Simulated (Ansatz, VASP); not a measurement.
**EuO in VASP and in Ansatz**

```xyz
2
Lattice="0.0000 2.5890 2.5890 2.5890 0.0000 2.5890 2.5890 2.5890 0.0000" Properties=species:S:1:pos:R:3 pbc="T T T"
Eu    0.0000    0.0000    0.0000
O     2.5890    2.5890    2.5890
```

Change from the starting cell: volume scaled by 1.02, PAW files.

Alike in both runs: task electric field gradients; functional PBE; k mesh 14 × 14 × 14; occupations fermi-dirac, width 0.03 eV; collinear spin.

|  | VASP | Ansatz |
| --- | --- | --- |
| version | VASP 6.6.1 | Ansatz 0.2.0 |
| potentials or method | VASP PAW PBE potentials, release 64 (Eu, O) | PAW with Ansatz's default frozen-core files, scalar-relativistic |
| plane-wave cutoff (eV) | 520 | 420 |
| valence electrons in the cell | 23 | 23 |

Ansatz gave:

| Item | Value |
| --- | --- |
| pressure (GPa) | -5.6 |
| net moment per atom (μB) | 3.49 |
| size of the moment on the site where the two differ most (μB) | 6.64 |

Question: Estimate VASP's values.

Answer: Pressure (GPa): -5.9; net moment per atom (μB): 3.49; size of the moment on the site where the two differ most (μB): 6.59.

Site moments also hang on the region over which each program counts them.

Neither program's run includes spin-orbit coupling.
